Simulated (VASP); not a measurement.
Here is a VASP 6.6.1 calculation.

INCAR

```
ALGO     = Normal         # electronic algorithm
EDIFF    = 1E-8           # SCF threshold, eV
ENCUT    = 520            # plane-wave cutoff, eV
GGA      = PE             # functional
IBRION   = 8              # ionic algorithm
ISIF     = 2              # what is computed and relaxed
ISMEAR   = -1             # smearing method
LASPH    = True           # aspherical terms in the spheres
LCHARG   = True           # write CHGCAR
LREAL    = False          # projectors in reciprocal space
LWAVE    = False          # write WAVECAR
NELM     = 80             # most SCF steps
NSW      = 1              # ionic steps
PREC     = Accurate       # precision mode
SIGMA    = 0.15           # smearing width, eV
```

KPOINTS

```
k-points
0
Gamma
  12 12 12
```

POSCAR

```
ZrB2
1.0
    3.1712994720      0.0000000000      0.0000000000
   -1.5856497360      2.7464259057      0.0000000000
    0.0000000000      0.0000000000      3.5426404756
Zr B
1 2
Direct
    0.0000000000      0.0000000000      0.0000000000
    0.3333333333      0.6666666667      0.5000000000
    0.6666666667      0.3333333333      0.5000000000
```

Potentials or basis: VASP PAW PBE potentials, release 64 (Zr_sv, B).

Launch:

```sh
$ cat potpaw_PBE.64/Zr_sv/POTCAR potpaw_PBE.64/B/POTCAR > POTCAR
$ mpirun -np 1 vasp_std > vasp.out
```

Q: Predict the highest phonon frequency at Γ, LO-TO splitting left out.

A: 769 cm⁻¹.

Phonon frequencies in cm⁻¹ (negative: imaginary):
```
              q point                    frequencies
(0.000, 0.000, 0.000)  0 0 0 448 448 468 553 769 769
```
